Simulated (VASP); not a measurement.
Set up this calculation in VASP 6.6.1, as the native input.

```
Task                   : single point
Functional             : revPBE
Potentials or basis    : VASP PAW PBE potentials, release 64 (Mg, O)
Cutoff                 : 520 eV
k mesh                 : 11 × 11 × 11
Occupations            : fermi-dirac, width 0.05 eV
Spin                   : no spin polarisation
Dipole correction      : no
Further INCAR settings : ALGO = Normal; EDIFF = 1e-06; NBANDS = 11
```

The structure of MgO lies in POSCAR:

```
MgO
1.0
    0.0000000000      2.1443025806      2.1443025806
    2.1443025806      0.0000000000      2.1443025806
    2.1443025806      2.1443025806      0.0000000000
Mg O
1 1
Direct
    0.0000000000      0.0000000000      0.0000000000
    0.5000000000      0.5000000000      0.5000000000
```

These files were run (other wordings do the same):

INCAR

```
SYSTEM = MgO
PREC = Accurate
ENCUT = 520
EDIFF = 1E-6
ISMEAR = -1
SIGMA = 0.05
LREAL = .False.
LASPH = .True.
NELM = 80
ALGO = Normal
ISIF = 2
LWAVE = .False.
LCHARG = .True.
GGA = RE
LELF = .True.
LVHAR = .True.
NBANDS = 11
```

KPOINTS

```
Automatic mesh
0
Gamma
  11 11 11
  0 0 0
```

Potentials or basis: VASP PAW PBE potentials, release 64 (Mg, O).

Command:

```sh
$ cat potpaw_PBE.64/Mg/POTCAR potpaw_PBE.64/O/POTCAR > POTCAR
$ mpirun -np 1 vasp_std > vasp.out
```

It gave:

```json
{
  "Pressure": "-0.9 GPa",
  "Band gap on the k mesh": "4.30 eV, direct"
}
```

Caveat: the PAW data sets were made with another functional, which shifts forces and pressure a little.

Run time: 8.1 s on 1 thread of AMD EPYC 9R45 96-Core Processor (Zen 5), with other jobs on the host, peak memory 0.11 GiB.
